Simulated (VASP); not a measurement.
A run of VASP 6.6.1:

File INCAR:

```
SYSTEM = TiO2
PREC = Accurate
ENCUT = 520
EDIFF = 1E-6
ISMEAR = -1
SIGMA = 0.05
LREAL = .FALSE.
LASPH = .TRUE.
NELM = 80
ALGO = Normal
ISIF = 2
LWAVE = .FALSE.
LCHARG = .FALSE.
GGA = VW
NBANDS = 33
```

File KPOINTS:

```
regular mesh
0
G
  10 10 10
  0 0 0
```

Contents of POSCAR:

```
TiO2
1.0
   -1.8693589471      1.8693589471      4.7268881402
    1.8693589471     -1.8693589471      4.7268881402
    1.8693589471      1.8693589471     -4.7268881402
Ti O
2 4
Direct
    0.7500000000      0.2500000000      0.5000000000
    0.0000000000      0.0000000000      0.0000000000
    0.7920186913      0.7920186913      0.0000000000
    0.5420186913      0.0420186913      0.5000000000
    0.9579813087      0.4579813087      0.5000000000
    0.2079813087      0.2079813087      0.0000000000
```

Potentials or basis: VASP PAW PBE potentials, release 64 (Ti_sv, O).

Run with:

```bash
$ cat potpaw_PBE.64/Ti_sv/POTCAR potpaw_PBE.64/O/POTCAR > POTCAR
$ mpirun -np 1 vasp_std > vasp.out
```

Hardware: 1 thread of Intel(R) Xeon(R) 6975P-C (Granite Rapids), with other jobs on the host.

**Question.** Estimate the wall time of this run.

**Answer.** Wall time 2.1 min on 1 thread of Intel(R) Xeon(R) 6975P-C (Granite Rapids), with other jobs on the host, peak memory 0.31 GiB. Counts: scf iterations 15, k points 102.
